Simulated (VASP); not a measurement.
# FeO (Wuestite) (Fm-3m) in VASP: a series of runs

FeO (Wuestite) is run at these levels: PBEsol, RPBE, BLYP, revPBE; tasks: relaxation of cell and atoms, single point.

All numbers are computed with VASP 6.6.1; they aren't measurements. Logs are shortened: lines on timing, memory, paths and dates and some standing lists are left out, and cuts for length are marked.

**The experiment to reproduce.**

“W\"ustite: Electric, thermodynamic and optical properties of FeO”, 2012, arxiv:1203.1201 quotes, for a bulk crystal of FeO: band gap 2.4 eV (optical).

The results are compared with them further down.

## Step 1: The cell of the first run

It takes space group Fm-3m (No. 225, cubic). The conventional cell has a = 4.311 Å, b = 4.311 Å, c = 4.311 Å, α = 90.00°, β = 90.00°, γ = 90.00°. Fe (site symmetry m-3m) has 6 O at 2.16 Å within 2.9 Å. O (site symmetry m-3m) has 6 Fe at 2.16 Å within 2.9 Å.

## Step 2: Relaxation of cell and atoms, PBEsol, collinear spin, ferromagnetic start

The input, INCAR:

```
SYSTEM = FeO
PREC     = Accurate       ! precision mode
ENCUT    = 600            ! plane-wave cutoff, eV
EDIFF    = 1E-6           ! SCF threshold, eV
ISMEAR   = -1             ! smearing method
SIGMA    = 0.05           ! smearing width, eV
LREAL    = .FALSE.        ! projectors in reciprocal space
LASPH    = .TRUE.         ! aspherical terms in the spheres
NELM     = 150            ! most SCF steps
ALGO     = Normal         ! electronic algorithm
ISIF     = 3              ! what is computed and relaxed
LWAVE    = .FALSE.        ! write WAVECAR
LCHARG   = .FALSE.        ! write CHGCAR
ISPIN    = 2              ! spin polarisation
MAGMOM   = 3 0            ! initial moments
LORBIT   = 11             ! projections on sites
LMAXMIX  = 4              ! l up to which the mixer works
GGA      = PS             ! functional
IBRION   = 2              ! ionic algorithm
NSW      = 60             ! ionic steps
EDIFFG   = -0.01          ! ionic threshold
```

The input, KPOINTS:

```
Automatic mesh
0
G
  11 11 11
  0 0 0
```

The input, POSCAR:

```
FeO
1.0
    0.0000000000      2.1554000000      2.1554000000
    2.1554000000      0.0000000000      2.1554000000
    2.1554000000      2.1554000000      0.0000000000
Fe O
1 1
Direct
    0.0000000000      0.0000000000      0.0000000000
    0.5000000000      0.5000000000      0.5000000000
```

Potentials or basis: VASP PAW PBE potentials, release 64 (Fe, O).

Launch:

```bash
$ cat potpaw_PBE.64/Fe/POTCAR potpaw_PBE.64/O/POTCAR > POTCAR
$ mpirun -np 1 vasp_std > vasp.out
```

OUTCAR:

```text
SYSTEM = FeO
   PREC = Accurate
   ENCUT = 600
   EDIFF = 1E-6
   ISMEAR = -1
   LREAL = .FALSE.
   LASPH = .TRUE.
   NELM = 150
   ISIF = 3
   ISPIN = 2
   LORBIT = 11
   GGA = PS
   IBRION = 2
   NSW = 60
   EDIFFG = -0.01

 ion  position               nearest neighbor table
   1  0.000  0.000  0.000-   2 2.16   2 2.16   2 2.16   2 2.16   2 2.16   2 2.16
   2  0.500  0.500  0.500-   1 2.16   1 2.16   1 2.16   1 2.16   1 2.16   1 2.16

  LATTYP: Found a face centered cubic cell.
 ALAT       =     4.3108000000

  Lattice vectors:

 A1 = (   0.0000000000,   2.1554000000,   2.1554000000)
 A2 = (   2.1554000000,   0.0000000000,   2.1554000000)
 A3 = (   2.1554000000,   2.1554000000,   0.0000000000)

Analysis of symmetry for initial positions (statically):
=====================================================================
 Subroutine PRICEL returns:
 Original cell was already a primitive cell.

 Routine SETGRP: Setting up the symmetry group for a
 face centered cubic supercell.

 Subroutine GETGRP returns: Found 48 space group operations
 (whereof 48 operations were pure point group operations)
 out of a pool of 48 trial point group operations.

The static configuration has the point symmetry O_h .

Analysis of symmetry for dynamics (positions and initial velocities):
=====================================================================
 Subroutine PRICEL returns:
 Original cell was already a primitive cell.

 Routine SETGRP: Setting up the symmetry group for a
 face centered cubic supercell.

 Subroutine GETGRP returns: Found 48 space group operations
 (whereof 48 operations were pure point group operations)
 out of a pool of 48 trial point group operations.

The dynamic configuration has the point symmetry O_h .

Analysis of structural, dynamic, and magnetic symmetry:
=====================================================================
 Subroutine PRICEL returns:
 Original cell was already a primitive cell.

 Routine SETGRP: Setting up the symmetry group for a
 face centered cubic supercell.

 Subroutine GETGRP returns: Found 48 space group operations
 (whereof 48 operations were pure point group operations)
 out of a pool of 48 trial point group operations.

The overall configuration has the point symmetry O_h .

 Subroutine INISYM returns: Found 48 space group operations
 (whereof 48 operations are pure point group operations),
 and found     1 'primitive' translations

----------------------------------------------------------------------------------------

                                     Primitive cell

  volume of cell :      20.0269

  direct lattice vectors                    reciprocal lattice vectors
     0.000000000  2.155400000  2.155400000    -0.231975503  0.231975503  0.231975503
     2.155400000  0.000000000  2.155400000     0.231975503 -0.231975503  0.231975503
     2.155400000  2.155400000  0.000000000     0.231975503  0.231975503 -0.231975503

  length of vectors
     3.048195912  3.048195912  3.048195912     0.401793358  0.401793358  0.401793358

  position of ions in fractional coordinates (direct lattice)
     0.000000000  0.000000000  0.000000000
     0.500000000  0.500000000  0.500000000

  ion indices of the primitive-cell ions
   primitive index   ion index
                 1           1
                 2           2

----------------------------------------------------------------------------------------

 KPOINTS: Automatic mesh

Automatic generation of k-mesh.
 Grid dimensions read from file:
 generate k-points for:   11   11   11

 Generating k-lattice:

  Cartesian coordinates                     Fractional coordinates (reciprocal lattice)
    -0.021088682  0.021088682  0.021088682     0.090909091  0.000000000  0.000000000
     0.021088682 -0.021088682  0.021088682     0.000000000  0.090909091  0.000000000
     0.021088682  0.021088682 -0.021088682     0.000000000  0.000000000  0.090909091

  Length of vectors
     0.036526669  0.036526669  0.036526669

  Shift w.r.t. Gamma in fractional coordinates (k-lattice)
     0.000000000  0.000000000  0.000000000

 Subroutine IBZKPT returns following result:
 ===========================================

 Found     56 irreducible k-points:

 Following reciprocal coordinates:
            Coordinates               Weight
  0.000000  0.000000  0.000000      1.000000
  0.090909  0.000000  0.000000      8.000000
  0.181818  0.000000  0.000000      8.000000
  0.272727  0.000000  0.000000      8.000000
  0.363636  0.000000  0.000000      8.000000
  0.454545  0.000000  0.000000      8.000000
[... 16 lines left out ...]
 -0.272727  0.181818  0.000000     24.000000
 -0.181818  0.181818  0.000000     12.000000
 [... further k-points ...]
   k-points           NKPTS =     56   k-points in BZ     NKDIM =     56   number of bands    NBANDS=     13
   number of dos      NEDOS =    301   number of ions     NIONS =      2
   total plane-waves  NPLWV =  13824
   dimension x,y,z NGX =    24 NGY =   24 NGZ =   24
   dimension x,y,z NGXF=    48 NGYF=   48 NGZF=   48
   ions per type =               1   1
   NGX,Y,Z   is equivalent  to a cutoff of  13.09, 13.09, 13.09 a.u.
   NGXF,Y,Z  is equivalent  to a cutoff of  26.18, 26.18, 26.18 a.u.
 SYSTEM =  FeO
   PREC   = accura    normal or accurate (medium, high low for compatibility)
   ISTART =      0    job   : 0-new  1-cont  2-samecut
   ICHARG =      2    charge: 1-file 2-atom 10-const
   ISPIN  =      2    spin polarized calculation?
   LNONCOLLINEAR =      F non collinear calculations
   LSORBIT =      F    spin-orbit coupling
   LASPH  =      T    aspherical Exc in radial PAW
   ENCUT  =  600.0 eV  44.10 Ry    6.64 a.u.   6.09  6.09  6.09*2*pi/ulx,y,z
   NELM   =    150;   NELMIN=  2; NELMDL= -5     # of ELM steps
   EDIFF  = 0.1E-05   stopping-criterion for ELM
   LREAL  =      F    real-space projection
   EDIFFG = -.1E-01   stopping-criterion for IOM
   NSW    =     60    number of steps for IOM
   IBRION =      2    ionic relax: 0-MD 1-quasi-New 2-CG
   NFREE  =      1    steps in history (QN), initial steepest desc. (CG)
   ISIF   =      3    stress and relaxation
   ISYM   =      2    0-nonsym 1-usesym 2-fastsym
   POTIM  = 0.5000    time-step for ionic-motion
   TEBEG  =    0.0;   TEEND  =   0.0 temperature during run
   PSTRESS=    0.0 pullay stress
   NELECT =      14.0000    total number of electrons
   NUPDOWN=      -1.0000    fix difference up-down
   EMIN   =  10.00;   EMAX   =-10.00  energy-range for DOS
   EFERMI =   0.00;   METHOD = LEGACY
   ISMEAR =    -1;   SIGMA  =   0.05  broadening in eV -4-tet -1-fermi 0-gaus
   EFERMI_NEDOS =   21; number of points for ismear=-14 and -15
   IALGO  =     38    algorithm
   IMIX   =      4    mixing-type and parameters
     AMIX     =   0.40;   BMIX     =  1.00
     AMIX_MAG =   1.60;   BMIX_MAG =  1.00
  volume/ion in A,a.u.               =      10.01        67.57
  Fermi-wavevector in a.u.,A,eV,Ry     =   1.452935  2.745650 28.722187  2.111021
  Thomas-Fermi vector in A             =   2.570260
   LORBIT       =     11    0 simple, 1 ext, 2 COOP (PROOUT), +10 PAW based schemes
   GGA     = PS    functional components
   LHFCALC =     F    Hartree Fock is set to
   AEXX    =    0.0000 exact exchange contribution
   IVDW    =     0    specifies the selected vdW correction
   LEPSILON=     F    determine dielectric tensor
   LRPA    =     F    only Hartree local field effects (RPA)
 conjugate gradient relaxation of ions
 spin polarized calculation
  energy-cutoff  :      600.00
  volume of cell :       20.03
 maximum number of plane-waves:       678
   NGX = 13   NGY = 13   NGZ = 13

--------------------------------------- Ionic step        1  -------------------------------------------

 number of electron      13.9999999 magnetization       4.0005316

 Free energy of the ion-electron system (eV)
  ---------------------------------------------------
  ext. energy  EPLUGINS =         0.00000000
  ---------------------------------------------------
  free energy    TOTEN  =       -15.84571796 eV

  energy without entropy =      -15.83395891  energy(sigma->0) =      -15.83983843

------------------------ aborting loop because EDIFF is reached ----------------------------------------

  FORCE on cell =-STRESS in cart. coord.  units (eV):
  Direction    XX          YY          ZZ          XY          YZ          ZX
  --------------------------------------------------------------------------------------
  -------------------------------------------------------------------------------------
  Total       -1.0619374     -1.0619374     -1.0619374     -0.0000000      0.0000000      0.0000000
  in kB      -84.9563532    -84.9563532    -84.9563532     -0.0000000      0.0000000      0.0000000
  external PRESSURE =     -84.9563532 kB  Pullay stress =       0.0000000 kB
[... 57 lines left out ...]
  energy  without entropy=      -15.8435722762  energy(sigma->0) =      -15.84935833

--------------------------------------- Ionic step        3  -------------------------------------------

 number of electron      13.9999998 magnetization       3.9988047

 Free energy of the ion-electron system (eV)
  ---------------------------------------------------
  ext. energy  EPLUGINS =         0.00000000
  ---------------------------------------------------
  free energy    TOTEN  =       -15.86953354 eV

  energy without entropy =      -15.85839741  energy(sigma->0) =      -15.86396548

 E-fermi :   6.5502     XC(G=0): -12.6568

 val. band max:        6.5483122439   @ k =  -0.3636   0.2727   0.0909
 cond. band min:       6.5652182541   @ k =  -0.1818   0.0909   0.0000
 fundamental gap:      0.0169060101
 Fermi energy:         6.5502298809

 spin component 1

 k-point     1 :       0.0000    0.0000    0.0000
  band No.  band energies     occupation
      1     -14.5101      1.00000
      2       2.5580      1.00000
      3       2.5580      1.00000
      4       2.5580      1.00000
      5       2.6268      1.00000
      6       2.6268      1.00000
      7       2.6268      1.00000
      8       2.8833      1.00000
      9       2.8833      1.00000
     10       6.8001      0.00671
     11      21.9411      0.00000
     12      23.7949      0.00000
     13      23.7949      0.00000
[... 353 lines left out ...]
 k-point    24 :      -0.1818    0.1818    0.0000
  band No.  band energies     occupation
      1     -13.7275      1.00000
      2      -1.0568      1.00000
      3       0.1045      1.00000
      4       0.5823      1.00000
      5       3.0174      1.00000
      6       3.3509      1.00000
      7       3.8965      1.00000
      8       4.0167      1.00000
      9       5.9568      0.99999
     10      10.4646      0.00000
     11      17.1780      0.00000
     12      18.6087      0.00000
     13      21.8277      0.00000

 [... further k-points ...]

 spin component 2

 k-point     1 :       0.0000    0.0000    0.0000
  band No.  band energies     occupation
      1     -13.9329      1.00000
      2       3.1743      1.00000
      3       3.1743      1.00000
      4       3.1743      1.00000
      5       5.7473      1.00000
      6       5.7475      1.00000
      7       5.7475      1.00000
      8       6.6503      0.11897
      9       6.6505      0.11859
     10       7.6236      0.00000
     11      21.9865      0.00000
     12      24.7929      0.00000
     13      24.7929      0.00000
[... 397 lines left out ...]
  FREE ENERGIE OF THE ION-ELECTRON SYSTEM (eV)
  ---------------------------------------------------
  free  energy   TOTEN  =       -15.8695335427 eV

  energy  without entropy=      -15.8583974139  energy(sigma->0) =      -15.86396548

 reached required accuracy - stopping structural energy minimisation

 total charge

# of ion       s       p       d       tot
------------------------------------------
    1        0.305   0.395   6.120   6.820
    2        1.547   3.441   0.000   4.988
--------------------------------------------------
tot          1.852   3.836   6.120  11.808

 magnetization (x)

# of ion       s       p       d       tot
------------------------------------------
    1        0.026   0.022   3.555   3.603
    2        0.032   0.280   0.000   0.312
--------------------------------------------------
tot          0.058   0.302   3.555   3.915
```

It used 46 s of CPU time on 1 thread of Intel Xeon 6975P-C, on a shared host.

What came out:

| Quantity | Value |
| --- | --- |
| Free energy | -15.8695 eV |
| Relaxed volume | 9.58 Å³/atom |
| Relaxed cell | a = 3.004 Å, b = 3.004 Å, c = 3.004 Å, α = 60.00°, β = 60.00°, γ = 60.00° |
| Space group after relaxing (to 0.05 Å) | Fm-3m (No. 225) |
| Energy gained by relaxing | 11.9 meV/atom |
| Ionic steps | 3 |
| Pressure after relaxing | -0.1 GPa |
| Band gap on the k mesh | zero (filled and empty bands overlap) |
| Net moment | 4.00 μB per cell |
| Site moments | Fe +3.60; O +0.31 μB |
| Valence electrons inside the program's atomic spheres | Fe 6.82; O 4.99 |

The path:
```
step  energy change (eV)  largest force (eV/Å)  pressure (GPa)  volume (Å³)
   1              0.0000                0.0000           -8.50        20.03
   2             -0.0094                0.0000            7.48        18.53
   3             -0.0238                0.0000           -0.07        19.16
```

Final structure:
```
CELL_PARAMETERS angstrom
0.00000 2.12395 2.12395
2.12395 0.00000 2.12395
2.12395 2.12395 0.00000
ATOMIC_POSITIONS crystal
Fe 0.00000 0.00000 0.00000
O 0.50000 0.50000 0.50000
```

Levels at points of the mesh, in eV from the Fermi level:
Spin up:
| k point | band 5 | band 6 | band 7 | band 8 | band 9 | band 10 | band 11 | band 12 | band 13 |
| --- | --- | --- | --- | --- | --- | --- | --- | --- | --- |
| (0.00, 0.00, 0.00) | -3.92 | -3.92 | -3.92 | -3.67 | -3.67 | 0.25 | 15.39 | 17.24 | 17.24 |
Spin down:
| k point | band 3 | band 4 | band 5 | band 6 | band 7 | band 8 |
| --- | --- | --- | --- | --- | --- | --- |
| (0.00, 0.00, 0.00) | -3.38 | -3.38 | -0.80 | -0.80 | -0.80 | 0.10 |

Caveat: the PAW data sets were made with another functional, which shifts forces and pressure a little; a cell with one magnetic atom can't hold antiferromagnetic order, which such compounds often take; semilocal functionals often make such compounds metallic where correlation or magnetic order opens a gap, which also shifts bond lengths. With open d or f shells a metallic result of PBEsol can be an artefact of self-interaction; +U or a hybrid may open a gap.

(Continued in part 2 of 3.)
